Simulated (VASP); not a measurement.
Runs of VASP 6.6.1 on CuO. The structure is that of space group P4_2/mmc (No. 131), or close to it. The cells are those of the table. 

| task | cell | gap on the mesh (eV) | pressure (GPa) |
| --- | --- | --- | --- |
| single point | a = 2.892, b = 2.892, c = 5.139 Å, angles 90.0, 90.0, 89.9°, 4 atoms | none | 6.8 |
| single point | a = 2.948, b = 2.948, c = 5.152 Å, angles 90.0, 90.0, 89.9°, 4 atoms | none | 0.7 |
| single point | a = 2.975, b = 2.975, c = 5.161 Å, angles 90.0, 90.0, 89.9°, 4 atoms | none | -2.0 |
| electric field gradients | a = 2.948, b = 2.948, c = 5.152 Å, angles 90.0, 90.0, 89.9°, 4 atoms | none | 0.7 |
| single point | a = 2.921, b = 2.921, c = 5.144 Å, angles 90.0, 90.0, 89.9°, 4 atoms | none | 3.6 |
| single point | a = 3.002, b = 3.002, c = 5.170 Å, 4 atoms | none | (a) |

Alike in all rows: level PBE; potentials or basis VASP PAW PBE potentials, release 64 (Cu, O); no spin polarisation; k mesh 12 × 12 × 8; cutoff (eV) 520; smearing gaussian 0.05 eV.

Fill in the values left out.

(a) -4.3.

Caveats: semilocal functionals often make such compounds metallic where correlation or magnetic order opens a gap, which also shifts bond lengths; the cell stands under pressure (at least some runs); the cell stands under tension (at least some runs).

A gap of «none» marks levels without a gap at the run's occupations.
